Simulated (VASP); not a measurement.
Wanted: the native input for a VASP 6.6.1 run.

| Property | Result |
| --- | --- |
| Task | relaxation of cell and atoms |
| Functional | PBE |
| Potentials or basis | VASP PAW PBE potentials, release 64 (Na_pv, Be, H) |
| Cutoff | 600 eV |
| k mesh | 15 × 15 × 15 |
| Occupations | gaussian, width 0.1 eV |
| Spin | no spin polarisation |
| Dipole correction | no |
| Further INCAR settings | ALGO = Normal; EDIFF = 1e-06; IBRION = 2; EDIFFG = -0.01; NSW = 100; ISIF = 3 |

The structure of NaBeH2 lies in POSCAR:

```
NaBeH2
1.0
    1.7349434801      1.0016700853      4.7762484230
   -1.7349434801      1.0016700853      4.7762484230
    0.0000000000     -2.0033401705      4.7762484230
Na Be H
1 1 2
Direct
    0.0000000000      0.0000000000      0.0000000000
    0.5000000000      0.5000000000      0.5000000000
    0.5952703990      0.5952703990      0.5952703990
    0.4047296010      0.4047296010      0.4047296010
```

One way to write it, as run:

INCAR

```
  PREC = Accurate
  ENCUT = 600
  EDIFF = 1E-6
  ISMEAR = 0
  SIGMA = 0.1
  LREAL = F
  LASPH = T
  NELM = 100
  ALGO = Normal
  ISIF = 3
  LWAVE = F
  LCHARG = F
  GGA = PE
  IBRION = 2
  NSW = 100
  EDIFFG = -0.01
```

KPOINTS

```
Automatic mesh
0
Gamma
  15 15 15
```

Potentials or basis: VASP PAW PBE potentials, release 64 (Na_pv, Be, H).

The run is started by

```console
$ cat potpaw_PBE.64/Na_pv/POTCAR potpaw_PBE.64/Be/POTCAR potpaw_PBE.64/H/POTCAR > POTCAR
$ mpirun -np 1 vasp_std > vasp.out
```

It gave:

```json
{
  "Relaxed volume": "12.44 Å³/atom",
  "Relaxed cell": "a = 5.179 Å, b = 5.179 Å, c = 5.179 Å, α = 39.12°, β = 39.12°, γ = 39.12°",
  "Space group after relaxing (to 0.05 Å)": "R-3m (No. 166)",
  "Energy gained by relaxing": "0.0 meV/atom",
  "Ionic steps": "2",
  "Pressure after relaxing": "0.0 GPa",
  "Largest force after relaxing": "0.007 eV/Å"
}
```

It took 25 min on 1 thread of AMD EPYC 7571 (shared host), peak memory 0.39 GiB.
